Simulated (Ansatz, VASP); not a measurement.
**One calculation of Se, two programs**

INCAR

```
PREC     = Accurate       # precision mode
ENCUT    = 520            # plane-wave cutoff, eV
EDIFF    = 1E-6           # SCF threshold, eV
ISMEAR   = -1             # smearing method
SIGMA    = 0.08           # smearing width, eV
LREAL    = F              # projectors in reciprocal space
LASPH    = T              # aspherical terms in the spheres
NELM     = 60             # most SCF steps
ALGO     = Normal         # electronic algorithm
ISIF     = 2              # what is computed and relaxed
LWAVE    = F              # write WAVECAR
LCHARG   = F              # write CHGCAR
GGA      = PE             # functional
NBANDS   = 13             # bands
```

The input KPOINTS:

```
regular mesh
0
Gamma
  14 14 8
```

File POSCAR:

```
Se
1.0
    2.4782198832      0.0000000000      0.0000000000
   -1.2391099416      2.1462013751      0.0000000000
    0.0000000000      0.0000000000      3.7755762236
Se
2
Direct
    0.3333333333      0.6666666667      0.2500000000
    0.6666666667      0.3333333333      0.7500000000
```

Input for Ansatz:

```yaml
crystal:
  lattice:
    - [2.4782198832, 0.0, 0.0]
    - [-1.2391099416, 2.1462013751, 0.0]
    - [0.0, 0.0, 3.7755762236]
  atoms:
    - { symbol: Se, position: [0.3333333333, 0.6666666667, 0.25] }
    - { symbol: Se, position: [0.6666666667, 0.3333333333, 0.75] }
kpoints:
  mp_grid: { grid: [14, 14, 8] }
  band_path:
    path:
      - [0.0, 0.0, 0.0]
      - [0.5, 0.0, 0.0]
      - [0.3333333333, 0.3333333333, 0.0]
      - [0.0, 0.0, 0.0]
      - [0.0, 0.0, 0.5]
      - [0.5, 0.0, 0.5]
      - [0.3333333333, 0.3333333333, 0.5]
      - [0.0, 0.0, 0.5]
      - [0.5, 0.0, 0.5]
    npoints: 8
scf:
  occupations: { method: fermi_dirac, width: 0.08 }
hamiltonian:
  xc: pbe
  pseudopotentials: { kind: paw }
output:
  forces: true
  stress: true
  eigenvalues: true
  populations: true
  dos: { projected: true, de: 0.2, e_range: [-14, 8] }
```

Change from the starting cell: volume scaled by 0.45, PAW files.

Alike in both runs: task single point; functional PBE; k mesh 14 × 14 × 8; occupations fermi-dirac, width 0.08 eV; no spin polarisation.

|  | VASP | Ansatz |
| --- | --- | --- |
| version | VASP 6.6.1 | Ansatz 0.2.0 |
| potentials or method | VASP PAW PBE potentials, release 64 (Se) | PAW with Ansatz's default frozen-core files, scalar-relativistic |
| plane-wave cutoff (eV) | 520 | 420 |
| valence electrons in the cell | 12 | 32 |

```tsv
	VASP	Ansatz	Ansatz less VASP
pressure (GPa)	244.0	240.1	-3.81
traceless stress, the component that is largest in VASP (GPa)	0.69	0.13	-0.554
```

Both programs put the cell under a high pressure, so it lies far from rest at this level. With one functional, cell and mesh, what is left measures potentials, basis and numerics. VASP's potentials hold 12 valence electrons a cell and Ansatz's 32, so a difference there can come from the potentials and not from the codes.

Noted on VASP's run: the cell as given lies far from equilibrium.
